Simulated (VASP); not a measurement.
# TaN in VASP: relaxation of the atoms with PBE+D3(BJ)

Aim: the relaxation of the atoms of TaN with PBE+D3(BJ).

All numbers are computed with VASP 6.6.1; they aren't measurements. Logs are shortened: lines on timing, memory, paths and dates and some standing lists are left out, and cuts for length are marked.

## 1. The cell of the first run

The cell holds a slab with vacuum, 6 atoms: a = 3.100 Å, b = 3.100 Å, c = 18.384 Å, α = 90.00°, β = 90.00°, γ = 90.00°.

## 2. Relaxation of the atoms, PBE+D3(BJ)

INCAR reads:

```
SYSTEM = TaN
  PREC = Accurate
  ENCUT = 520
  EDIFF = 1E-7
  ISMEAR = 0
  SIGMA = 0.1
  LREAL = .False.
  LASPH = .True.
  NELM = 60
  ALGO = Normal
  ISIF = 2
  LWAVE = .False.
  LCHARG = .False.
  LDIPOL = .True.
  IDIPOL = 3
  DIPOL = 0.5 0.5 0.500
  GGA = PE
  IVDW = 12
  IBRION = 2
  NSW = 70
  EDIFFG = -0.03
```

KPOINTS reads:

```
regular mesh
0
Gamma
  9 9 1
  0 0 0
```

POSCAR reads:

```
TaN
1.0
    3.1000862557      0.0000000000      0.0000000000
    0.0000000000      3.1000862557      0.0000000000
    0.0000000000      0.0000000000     18.3841840274
Ta N
3 3
Selective dynamics
Direct
    0.0000000000      0.0000000000      0.3807620719  F F F
    0.5000000000      0.5000000000      0.5000000000  T T T
    0.0000000000      0.0000000000      0.6192379281  T T T
    0.5000000000      0.5000000000      0.3807620719  F F F
    0.0000000000      0.0000000000      0.5000000000  T T T
    0.5000000000      0.5000000000      0.6192379281  T T T
```

Potentials or basis: VASP PAW PBE potentials, release 64 (Ta_pv, N).

The run is started by

```
$ cat potpaw_PBE.64/Ta_pv/POTCAR potpaw_PBE.64/N/POTCAR > POTCAR
$ mpirun -np 1 vasp_std > vasp.out
```

OUTCAR:

```text
SYSTEM = TaN
   PREC = Accurate
   ENCUT = 520
   EDIFF = 1E-7
   ISMEAR = 0
   LREAL = .False.
   LASPH = .True.
   NELM = 60
   ISIF = 2
   GGA = PE
   IVDW = 12
   IBRION = 2
   NSW = 70
   EDIFFG = -0.03
 IVDW          = 12

 ion  position               nearest neighbor table
   1  0.000  0.000  0.381-   5 2.19   4 2.19   4 2.19   4 2.19   4 2.19   2 3.10   2 3.10   2 3.10
                             2 3.10
   2  0.500  0.500  0.500-   4 2.19   6 2.19   5 2.19   5 2.19   5 2.19   5 2.19   3 3.10   3 3.10
                             1 3.10   3 3.10   1 3.10   1 3.10   3 3.10   1 3.10
   3  0.000  0.000  0.619-   5 2.19   6 2.19   6 2.19   6 2.19   6 2.19   2 3.10   2 3.10   2 3.10
                             2 3.10
   4  0.500  0.500  0.381-   2 2.19   1 2.19   1 2.19   1 2.19   1 2.19
   5  0.000  0.000  0.500-   1 2.19   3 2.19   2 2.19   2 2.19   2 2.19   2 2.19
   6  0.500  0.500  0.619-   2 2.19   3 2.19   3 2.19   3 2.19   3 2.19

  LATTYP: Found a simple tetragonal cell.
 ALAT       =     3.1000862557
 C/A-ratio  =     5.9302169395

  Lattice vectors:

 A1 = (   3.1000862557,   0.0000000000,   0.0000000000)
 A2 = (   0.0000000000,   3.1000862557,   0.0000000000)
 A3 = (   0.0000000000,   0.0000000000,  18.3841840274)

Analysis of symmetry for initial positions (statically):
=====================================================================
 Subroutine PRICEL returns:
 Original cell was already a primitive cell.

 Routine SETGRP: Setting up the symmetry group for a
 simple tetragonal supercell.

 Subroutine GETGRP returns: Found 16 space group operations
 (whereof 16 operations were pure point group operations)
 out of a pool of 16 trial point group operations.

The static configuration has the point symmetry D_4h.

Analysis of symmetry for dynamics (positions and initial velocities):
=====================================================================
 Subroutine PRICEL returns:
 Original cell was already a primitive cell.

 Routine SETGRP: Setting up the symmetry group for a
 simple tetragonal supercell.

 Subroutine GETGRP returns: Found 16 space group operations
 (whereof 16 operations were pure point group operations)
 out of a pool of 16 trial point group operations.

The dynamic configuration has the point symmetry D_4h.

Analysis of constrained symmetry for selective dynamics:
=====================================================================
[... 136 lines left out ...]
   IVDW    =    12    specifies the selected vdW correction
   LEPSILON=     F    determine dielectric tensor
   LRPA    =     F    only Hartree local field effects (RPA)
 conjugate gradient relaxation of ions
 non-spin polarized calculation
 Gauss-broadening in eV      SIGMA  =   0.10
  energy-cutoff  :      520.00
  volume of cell :      176.68
 maximum number of plane-waves:      4774
 NGX is ok and might be reduce to    24
   NGX = 11   NGY = 11   NGZ = 69

--------------------------------------- Ionic step        1  -------------------------------------------

 number of electron      48.0000007 magnetization

 Free energy of the ion-electron system (eV)
  ---------------------------------------------------
  ext. energy  EPLUGINS =         0.00000000
  ---------------------------------------------------
  free energy    TOTEN  =       -63.60399126 eV

  energy without entropy =      -63.56693711  energy(sigma->0) =      -63.58546419

------------------------ aborting loop because EDIFF is reached ----------------------------------------

 Edisp (eV)   -1.84243

 E8    (eV) :    -0.8796
[... 73 lines left out ...]
  FREE ENERGIE OF THE ION-ELECTRON SYSTEM (eV)
  ---------------------------------------------------
  free  energy   TOTEN  =       -65.6384108461 eV

  energy  without entropy=      -65.6093752195  energy(sigma->0) =      -65.62389303

 dipolmoment           0.000000      0.000000      0.005932 electrons x Angstroem

--------------------------------------- Ionic step        3  -------------------------------------------

 number of electron      48.0000006 magnetization

------------------------ aborting loop because EDIFF is reached ----------------------------------------
[... 33 lines left out ...]
  FREE ENERGIE OF THE ION-ELECTRON SYSTEM (eV)
  ---------------------------------------------------
  free  energy   TOTEN  =       -65.6923575756 eV

  energy  without entropy=      -65.6743182057  energy(sigma->0) =      -65.68333789

[... ionic steps 4 to 8 ...]

--------------------------------------- Ionic step        9  -------------------------------------------

 number of electron      48.0000007 magnetization

------------------------ aborting loop because EDIFF is reached ----------------------------------------
[... 83 lines left out ...]
--------------------------------------- Ionic step       11  -------------------------------------------

 number of electron      48.0000006 magnetization

 dipolmoment           0.000000      0.000000     -0.025565 electrons x Angstroem

 Free energy of the ion-electron system (eV)
  ---------------------------------------------------
  ext. energy  EPLUGINS =         0.00000000
  ---------------------------------------------------
  free energy    TOTEN  =       -63.89058157 eV

  energy without entropy =      -63.87036904  energy(sigma->0) =      -63.88047530

 E-fermi :   1.0992     XC(G=0):  -6.0121

 val. band max:        1.0255992353   @ k =   0.3333   0.1111   0.0000
 cond. band min:       1.1039612654   @ k =   0.3333   0.0000   0.0000
 fundamental gap:      0.0783620300
 Fermi energy:         1.0992256663

 k-point     1 :       0.0000    0.0000    0.0000
  band No.  band energies     occupation
      1     -35.1755      2.00000
      2     -34.9942      2.00000
      3     -34.8108      2.00000
      4     -34.8108      2.00000
      5     -34.6313      2.00000
      6     -34.6313      2.00000
[... 454 lines left out ...]
     27       4.0645      0.00000
     28       4.2230      0.00000

------------------------ aborting loop because EDIFF is reached ----------------------------------------

 vacuum level on the upper side and lower side of the slab       (xc-potential included)        -0.530        -0.050

 Edisp (eV)   -1.84401

 E8    (eV) :    -0.8825

  FORCE on cell =-STRESS in cart. coord.  units (eV):
  Direction    XX          YY          ZZ          XY          YZ          ZX
  --------------------------------------------------------------------------------------
  -------------------------------------------------------------------------------------
  Total      -7.97141    -7.97141    -0.05318     0.00000     0.00000     0.00000
  in kB     -72.28589   -72.28589    -0.48223     0.00000     0.00000     0.00000
  external pressure =      -48.35 kB  Pullay stress =        0.00 kB
[... 21 lines left out ...]
  FREE ENERGIE OF THE ION-ELECTRON SYSTEM (eV)
  ---------------------------------------------------
  free  energy   TOTEN  =       -65.7345931247 eV

  energy  without entropy=      -65.7143805919  energy(sigma->0) =      -65.72448686

 reached required accuracy - stopping structural energy minimisation

 vacuum level on the upper side and lower side of the slab         4.216         4.712
```

CONTCAR:

```text
TaN
   1.00000000000000
     3.1000862557000000    0.0000000000000000    0.0000000000000000
     0.0000000000000000    3.1000862557000000    0.0000000000000000
     0.0000000000000000    0.0000000000000000   18.3841840273999999
  Ta              N
     3     3
Selective dynamics
Direct
     0.0000000000000000    0.0000000000000000    0.3807620719000013   F   F   F
     0.5000000000000000    0.5000000000000000    0.5029044968106477   T   T   T
     0.0000000000000000    0.0000000000000000    0.6134392068670483   T   T   T
     0.5000000000000000    0.5000000000000000    0.3807620719000013   F   F   F
     0.0000000000000000    0.0000000000000000    0.4972419551698029   T   T   T
     0.5000000000000000    0.5000000000000000    0.6310227779703146   T   T   T

  0.00000000E+00  0.00000000E+00  0.00000000E+00
  0.00000000E+00  0.00000000E+00  0.00000000E+00
  0.00000000E+00  0.00000000E+00  0.00000000E+00
  0.00000000E+00  0.00000000E+00  0.00000000E+00
  0.00000000E+00  0.00000000E+00  0.00000000E+00
  0.00000000E+00  0.00000000E+00  0.00000000E+00
```

It took 10 min on 1 thread of AMD EPYC 7R43 (Zen 3), shared host; peak memory 0.28 GiB.

What came out:

| Quantity | Value |
| --- | --- |
| Free energy | -65.7346 eV |
| Energy gained by relaxing | 48.0 meV/atom |
| Ionic steps | 11 |
| Band gap on the k mesh | zero (bands 24 and 25 overlap by 1.68 eV) |
| Dispersion energy per atom | -0.307 eV |

The path:
```
step  energy change (eV)  largest force on free atoms (eV/Å)  pressure (GPa)
   1              0.0000                              1.7331           -4.22
   2             -0.1920                              0.9046           -4.19
   3             -0.2459                              0.8605           -3.97
   4             -0.2816                              0.2443           -4.36
   5             -0.2841                              0.2136           -4.45
   6             -0.2864                              0.0827           -4.49
   7             -0.2868                              0.0871           -4.51
   8             -0.2874                              0.0677           -4.62
   9             -0.2876                              0.0722           -4.70
  10             -0.2881                              0.0355           -4.77
  11             -0.2882                              0.0232           -4.84
```

Final structure:
```
CELL_PARAMETERS angstrom
3.10009 0.00000 0.00000
0.00000 3.10009 0.00000
0.00000 0.00000 18.38418
ATOMIC_POSITIONS crystal
Ta 0.00000 0.00000 0.38076
Ta 0.50000 0.50000 0.50290
Ta 0.00000 0.00000 0.61344
N 0.50000 0.50000 0.38076
N 0.00000 0.00000 0.49724
N 0.50000 0.50000 0.63102
```

Caveat: spin-orbit coupling is left out, which moves the levels of the heavy elements.

The gap in the log of VASP goes by the Fermi energy; the results here count the filled bands.